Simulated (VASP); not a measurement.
# BAs (Fm-3m) in VASP: notebook

The runs below take BAs through single point, relaxation of cell and atoms, with PBE.

Program: VASP 6.6.1. These are calculated values, not measurements. Logs are shortened: lines on timing, memory, paths and dates and some standing lists are left out, and cuts for length are marked.

### Step 1. The cell of the first run

Symmetry: Fm-3m, No. 225, cubic system. Conventional cell: a = 4.614 Å, b = 4.614 Å, c = 4.614 Å, α = 90.00°, β = 90.00°, γ = 90.00°. Within 3.0 Å of B (site symmetry m-3m) lie 6 As at 2.31 Å. As (site symmetry m-3m) has 6 B at 2.31 Å within 3.0 Å.

### Step 2. Single point, PBE

The input, INCAR:

```
SYSTEM = BAs
ALGO     = Normal         ! electronic algorithm
EDIFF    = 1E-6           ! SCF threshold, eV
ENCUT    = 520            ! plane-wave cutoff, eV
GGA      = PE             ! functional
ISIF     = 2              ! what is computed and relaxed
ISMEAR   = 0              ! smearing method
LASPH    = .True.         ! aspherical terms in the spheres
LCHARG   = .True.         ! write CHGCAR
LELF     = .True.         ! ELF
LREAL    = .False.        ! projectors in reciprocal space
LVHAR    = .True.       
LWAVE    = .False.        ! write WAVECAR
NBANDS   = 11             ! bands
NELM     = 100            ! most SCF steps
PREC     = Accurate       ! precision mode
SIGMA    = 0.1            ! smearing width, eV
```

The input, KPOINTS:

```
k-points
0
Gamma
  20 20 20
  0 0 0
```

The input, POSCAR:

```
BAs
1.0
    0.0000000000      2.3069768484      2.3069768484
    2.3069768484      0.0000000000      2.3069768484
    2.3069768484      2.3069768484      0.0000000000
B As
1 1
Direct
    0.5000000000      0.5000000000      0.5000000000
    0.0000000000      0.0000000000      0.0000000000
```

Potentials or basis: VASP PAW PBE potentials, release 64 (B, As).

On the command line:

```bash
$ cat potpaw_PBE.64/B/POTCAR potpaw_PBE.64/As/POTCAR > POTCAR
$ mpirun -np 1 vasp_std > vasp.out
```

OUTCAR:

```text
SYSTEM = BAs
   EDIFF = 1E-6
   ENCUT = 520
   GGA = PE
   ISIF = 2
   ISMEAR = 0
   LASPH = .True.
   LREAL = .False.
   NELM = 100
   PREC = Accurate

 ion  position               nearest neighbor table
   1  0.500  0.500  0.500-   2 2.31   2 2.31   2 2.31   2 2.31   2 2.31   2 2.31
   2  0.000  0.000  0.000-   1 2.31   1 2.31   1 2.31   1 2.31   1 2.31   1 2.31

  LATTYP: Found a face centered cubic cell.
 ALAT       =     4.6139536968

  Lattice vectors:

 A1 = (   0.0000000000,   2.3069768484,   2.3069768484)
 A2 = (   2.3069768484,   0.0000000000,   2.3069768484)
 A3 = (   2.3069768484,   2.3069768484,   0.0000000000)

Analysis of symmetry for initial positions (statically):
=====================================================================
 Subroutine PRICEL returns:
 Original cell was already a primitive cell.

 Routine SETGRP: Setting up the symmetry group for a
 face centered cubic supercell.

 Subroutine GETGRP returns: Found 48 space group operations
 (whereof 48 operations were pure point group operations)
 out of a pool of 48 trial point group operations.

The static configuration has the point symmetry O_h .

Analysis of symmetry for dynamics (positions and initial velocities):
=====================================================================
 Subroutine PRICEL returns:
 Original cell was already a primitive cell.

 Routine SETGRP: Setting up the symmetry group for a
 face centered cubic supercell.

 Subroutine GETGRP returns: Found 48 space group operations
 (whereof 48 operations were pure point group operations)
 out of a pool of 48 trial point group operations.

The dynamic configuration has the point symmetry O_h .

 Subroutine INISYM returns: Found 48 space group operations
 (whereof 48 operations are pure point group operations),
 and found     1 'primitive' translations

----------------------------------------------------------------------------------------

                                     Primitive cell

  volume of cell :      24.5561

  direct lattice vectors                    reciprocal lattice vectors
     0.000000000  2.306976848  2.306976848    -0.216733861  0.216733861  0.216733861
     2.306976848  0.000000000  2.306976848     0.216733861 -0.216733861  0.216733861
     2.306976848  2.306976848  0.000000000     0.216733861  0.216733861 -0.216733861

  length of vectors
     3.262557947  3.262557947  3.262557947     0.375394059  0.375394059  0.375394059

  position of ions in fractional coordinates (direct lattice)
[... 87 lines left out ...]
   POTIM  = 0.5000    time-step for ionic-motion
   TEBEG  =    0.0;   TEEND  =   0.0 temperature during run
   PSTRESS=    0.0 pullay stress
   NELECT =       8.0000    total number of electrons
   NUPDOWN=      -1.0000    fix difference up-down
   EMIN   =  10.00;   EMAX   =-10.00  energy-range for DOS
   EFERMI =   0.00;   METHOD = LEGACY
   ISMEAR =     0;   SIGMA  =   0.10  broadening in eV -4-tet -1-fermi 0-gaus
   EFERMI_NEDOS =   21; number of points for ismear=-14 and -15
   IALGO  =     38    algorithm
   IMIX   =      4    mixing-type and parameters
     AMIX     =   0.40;   BMIX     =  1.00
     AMIX_MAG =   1.60;   BMIX_MAG =  1.00
  volume/ion in A,a.u.               =      12.28        82.86
  Fermi-wavevector in a.u.,A,eV,Ry     =   1.126466  2.128713 17.264795  1.268927
  Thomas-Fermi vector in A             =   2.263148
   LORBIT       =      0    0 simple, 1 ext, 2 COOP (PROOUT), +10 PAW based schemes
   GGA     = PE    functional components
   LHFCALC =     F    Hartree Fock is set to
   AEXX    =    0.0000 exact exchange contribution
   IVDW    =     0    specifies the selected vdW correction
   LEPSILON=     F    determine dielectric tensor
   LRPA    =     F    only Hartree local field effects (RPA)
 non-spin polarized calculation
 Gauss-broadening in eV      SIGMA  =   0.10
  energy-cutoff  :      520.00
  volume of cell :       24.56
 maximum number of plane-waves:       684
   NGX = 13   NGY = 13   NGZ = 13

 number of electron       7.9999999 magnetization

 Free energy of the ion-electron system (eV)
  ---------------------------------------------------
  ext. energy  EPLUGINS =         0.00000000
  ---------------------------------------------------
  free energy    TOTEN  =        -9.63335591 eV

  energy without entropy =       -9.62897827  energy(sigma->0) =       -9.63116709

 E-fermi :   7.2760     XC(G=0): -11.4207

 val. band max:        7.2648803083   @ k =   0.2500   0.1500   0.0500
 cond. band min:       7.2782156482   @ k =  -0.2500   0.2000   0.0500
 fundamental gap:      0.0133353399
 Fermi energy:         7.2760158725

 k-point     1 :       0.0000    0.0000    0.0000
  band No.  band energies     occupation
      1      -8.6263      2.00000
      2       7.2539      1.24513
      3       7.2539      1.24513
      4       7.2539      1.24513
      5      10.7191      0.00000
      6      14.9387      0.00000
      7      14.9387      0.00000
      8      14.9387      0.00000
      9      16.1382      0.00000
     10      16.1382      0.00000
     11      16.1382      0.00000
[... 309 lines left out ...]
 k-point    24 :      -0.3500    0.0500    0.0000
  band No.  band energies     occupation
      1      -6.1208      2.00000
      2      -0.4852      2.00000
      3       6.6811      2.00000
      4       8.3446      0.00000
      5       9.1178      0.00000
      6      10.1851      0.00000
      7      11.9890      0.00000
      8      13.3254      0.00000
      9      19.1369      0.00000
     10      20.4667      0.00000
     11      22.0307      0.00000

 [... further k-points ...]

------------------------ aborting loop because EDIFF is reached ----------------------------------------

  FORCE on cell =-STRESS in cart. coord.  units (eV):
  Direction    XX          YY          ZZ          XY          YZ          ZX
  --------------------------------------------------------------------------------------
  -------------------------------------------------------------------------------------
  Total        0.0470556      0.0470556      0.0470556     -0.0000000      0.0000000     -0.0000000
  in kB        3.0701697      3.0701697      3.0701697     -0.0000000      0.0000000     -0.0000000
  external PRESSURE =       3.0701697 kB  Pullay stress =       0.0000000 kB

 VOLUME and BASIS-vectors are now :
 -----------------------------------------------------------------------------
  energy-cutoff  :      520.00
  volume of cell :       24.56
      direct lattice vectors                 reciprocal lattice vectors
     0.000000000  2.306976848  2.306976848    -0.216733861  0.216733861  0.216733861
     2.306976848  0.000000000  2.306976848     0.216733861 -0.216733861  0.216733861
     2.306976848  2.306976848  0.000000000     0.216733861  0.216733861 -0.216733861

 POSITION                                       TOTAL-FORCE (eV/Angst)
 -----------------------------------------------------------------------------------
      2.30698      2.30698      2.30698        -0.000000      0.000000      0.000000
      0.00000      0.00000      0.00000         0.000000     -0.000000     -0.000000
 -----------------------------------------------------------------------------------
    total drift:                                0.000000     -0.000000     -0.000000

  FREE ENERGIE OF THE ION-ELECTRON SYSTEM (eV)
  ---------------------------------------------------
  free  energy   TOTEN  =        -9.6333559117 eV

  energy  without entropy=       -9.6289782709  energy(sigma->0) =       -9.63116709
```

stdout:

```text
POSCAR found type information on POSCAR B As
 POSCAR found :  2 types and       2 ions
 scaLAPACK will be used
 LDA part: xc-table for (Slater+PW92), standard interpolation
 POSCAR, INCAR and KPOINTS ok, starting setup
 FFT: planning ... GRIDC
 FFT: planning ... GRID_SOFT
 FFT: planning ... GRID
 WAVECAR not read
 entering main loop
```

It took 32 s on 1 thread of AMD EPYC 7R13 (Zen 3), shared host; peak memory 0.16 GiB.

What came out:

- Free energy: -9.6334 eV
- Pressure: 0.3 GPa
- Band gap on the k mesh: zero (band 4 reaches 8.84 eV, above the bottom of band 5 at 3.88 eV)

Levels at points of the mesh, in eV from the Fermi level:
```
           k point  band 1  band 2  band 3  band 4  band 5  band 6  band 7  band 8  band 9
(0.00, 0.00, 0.00)  -15.90   -0.02   -0.02   -0.02    3.44    7.66    7.66    7.66    8.86
(0.50, 0.00, 0.00)  -12.15   -9.69    1.06    1.06    1.33    1.33    4.12    5.44   13.73
(0.50, 0.50, 0.00)  -10.72   -7.88   -3.72   -3.72   -3.40    3.70   10.56   10.56   12.60
```

### Step 3. Relaxation of cell and atoms, PBE

This run uses another cell than the first one, of 12.31 Å³/atom, 1.003 times its volume.

The input, INCAR:

```
ALGO = Normal ; EDIFF = 1E-6
EDIFFG = -0.01 ; ENCUT = 600
GGA = PE ; IBRION = 2
ISIF = 3 ; ISMEAR = 0
LASPH = True ; LCHARG = False
LREAL = False ; LWAVE = False
NELM = 100 ; NSW = 100
PREC = Accurate ; SIGMA = 0.1
```

The input, KPOINTS:

```
k-points
0
Gamma
  20 20 20
```

The input, POSCAR:

```
BAs
1.0
    0.0000000000      2.3089380189      2.3089380189
    2.3089380189      0.0000000000      2.3089380189
    2.3089380189      2.3089380189      0.0000000000
B As
1 1
Direct
    0.5000000000      0.5000000000      0.5000000000
    0.0000000000      0.0000000000      0.0000000000
```

Potentials or basis: VASP PAW PBE potentials, release 64 (B, As).

On the command line:

```bash
$ cat potpaw_PBE.64/B/POTCAR potpaw_PBE.64/As/POTCAR > POTCAR
$ mpirun -np 1 vasp_std > vasp.out
```

OUTCAR:

```text
EDIFF = 1E-6
   EDIFFG = -0.01
   ENCUT = 600
   GGA = PE
   IBRION = 2
   ISIF = 3
   ISMEAR = 0
   LASPH = True
   LREAL = False
   NELM = 100
   NSW = 100
   PREC = Accurate

 ion  position               nearest neighbor table
   1  0.500  0.500  0.500-   2 2.31   2 2.31   2 2.31   2 2.31   2 2.31   2 2.31
   2  0.000  0.000  0.000-   1 2.31   1 2.31   1 2.31   1 2.31   1 2.31   1 2.31

  LATTYP: Found a face centered cubic cell.
 ALAT       =     4.6178760378

  Lattice vectors:

 A1 = (   0.0000000000,   2.3089380189,   2.3089380189)
 A2 = (   2.3089380189,   0.0000000000,   2.3089380189)
 A3 = (   2.3089380189,   2.3089380189,   0.0000000000)

Analysis of symmetry for initial positions (statically):
=====================================================================
 Subroutine PRICEL returns:
 Original cell was already a primitive cell.

 Routine SETGRP: Setting up the symmetry group for a
 face centered cubic supercell.

 Subroutine GETGRP returns: Found 48 space group operations
 (whereof 48 operations were pure point group operations)
 out of a pool of 48 trial point group operations.

The static configuration has the point symmetry O_h .

Analysis of symmetry for dynamics (positions and initial velocities):
=====================================================================
 Subroutine PRICEL returns:
 Original cell was already a primitive cell.

 Routine SETGRP: Setting up the symmetry group for a
 face centered cubic supercell.

 Subroutine GETGRP returns: Found 48 space group operations
 (whereof 48 operations were pure point group operations)
 out of a pool of 48 trial point group operations.

The dynamic configuration has the point symmetry O_h .

 Subroutine INISYM returns: Found 48 space group operations
 (whereof 48 operations are pure point group operations),
 and found     1 'primitive' translations

----------------------------------------------------------------------------------------

                                     Primitive cell

[... 116 lines left out ...]
   LHFCALC =     F    Hartree Fock is set to
   AEXX    =    0.0000 exact exchange contribution
   IVDW    =     0    specifies the selected vdW correction
   LEPSILON=     F    determine dielectric tensor
   LRPA    =     F    only Hartree local field effects (RPA)
 conjugate gradient relaxation of ions
 non-spin polarized calculation
 Gauss-broadening in eV      SIGMA  =   0.10
  energy-cutoff  :      600.00
  volume of cell :       24.62
 maximum number of plane-waves:       869
 NGX is ok and might be reduce to    28
   NGX = 13   NGY = 13   NGZ = 13

 number of electron       8.0000000 magnetization

 Free energy of the ion-electron system (eV)
  ---------------------------------------------------
  ext. energy  EPLUGINS =         0.00000000
  ---------------------------------------------------
  free energy    TOTEN  =        -9.63398397 eV

  energy without entropy =       -9.62960400  energy(sigma->0) =       -9.63179399

 E-fermi :   7.2451     XC(G=0): -11.4096

 val. band max:        7.2323995528   @ k =   0.2500   0.1500   0.0500
 cond. band min:       7.2499864885   @ k =  -0.2500   0.2000   0.0500
 fundamental gap:      0.0175869357
 Fermi energy:         7.2450671496

 k-point     1 :       0.0000    0.0000    0.0000
  band No.  band energies     occupation
      1      -8.6311      2.00000
      2       7.2236      1.23850
      3       7.2236      1.23850
      4       7.2236      1.23850
      5      10.6538      0.00000
      6      14.8905      0.00000
      7      14.8905      0.00000
      8      14.8905      0.00000
[... 243 lines left out ...]
 k-point    24 :      -0.3500    0.0500    0.0000
  band No.  band energies     occupation
      1      -6.1316      2.00000
      2      -0.5030      2.00000
      3       6.6535      2.00000
      4       8.3144      0.00000
      5       9.0847      0.00000
      6      10.1493      0.00000
      7      11.9417      0.00000
      8      13.2806      0.00000

 [... further k-points ...]

------------------------ aborting loop because EDIFF is reached ----------------------------------------

  FORCE on cell =-STRESS in cart. coord.  units (eV):
  Direction    XX          YY          ZZ          XY          YZ          ZX
  --------------------------------------------------------------------------------------
  -------------------------------------------------------------------------------------
  Total       -0.0059995     -0.0059995     -0.0059995      0.0000000      0.0000000      0.0000000
  in kB       -0.3904473     -0.3904473     -0.3904473      0.0000000      0.0000000      0.0000000
  external PRESSURE =      -0.3904473 kB  Pullay stress =       0.0000000 kB

 VOLUME and BASIS-vectors are now :
 -----------------------------------------------------------------------------
  energy-cutoff  :      600.00
  volume of cell :       24.62
      direct lattice vectors                 reciprocal lattice vectors
     0.000000000  2.308938019  2.308938019    -0.216549771  0.216549771  0.216549771
     2.308938019  0.000000000  2.308938019     0.216549771 -0.216549771  0.216549771
     2.308938019  2.308938019  0.000000000     0.216549771  0.216549771 -0.216549771

 POSITION                                       TOTAL-FORCE (eV/Angst)
 -----------------------------------------------------------------------------------
      2.30894      2.30894      2.30894        -0.000000     -0.000000     -0.000000
      0.00000      0.00000      0.00000         0.000000      0.000000      0.000000
 -----------------------------------------------------------------------------------
    total drift:                                0.000000      0.000000      0.000000

  FREE ENERGIE OF THE ION-ELECTRON SYSTEM (eV)
  ---------------------------------------------------
  free  energy   TOTEN  =        -9.6339839679 eV

  energy  without entropy=       -9.6296040048  energy(sigma->0) =       -9.63179399

 reached required accuracy - stopping structural energy minimisation
```

Run time: 45 s. Hardware: 1 thread of AMD EPYC 7R13 (Zen 3), shared host; peak memory 0.19 GiB.

Results:

```
Free energy             : -9.6340 eV
Pressure after relaxing : 0.0 GPa
Band gap on the k mesh  : zero (band 4 reaches 8.81 eV, above the bottom of band 5 at 3.84 eV)
```

Final structure:
```
B As
1.0
     0.00000    2.30894    2.30894
     2.30894    0.00000    2.30894
     2.30894    2.30894    0.00000
B As
1 1
Direct
  0.50000 0.50000 0.50000
  0.00000 0.00000 0.00000
```

Levels at points of the mesh, in eV from the Fermi level:
```csv
k point,band 1,band 2,band 3,band 4,band 5,band 6,band 7,band 8
"(0.00, 0.00, 0.00)",-15.88,-0.02,-0.02,-0.02,3.41,7.65,7.65,7.65
"(0.50, 0.00, 0.00)",-12.14,-9.67,1.07,1.07,1.33,1.33,4.11,5.42
"(0.50, 0.50, 0.00)",-10.72,-7.85,-3.71,-3.71,-3.40,3.71,10.53,10.53
```

Caveat: the relaxation stopped at its first step, so nothing moved.
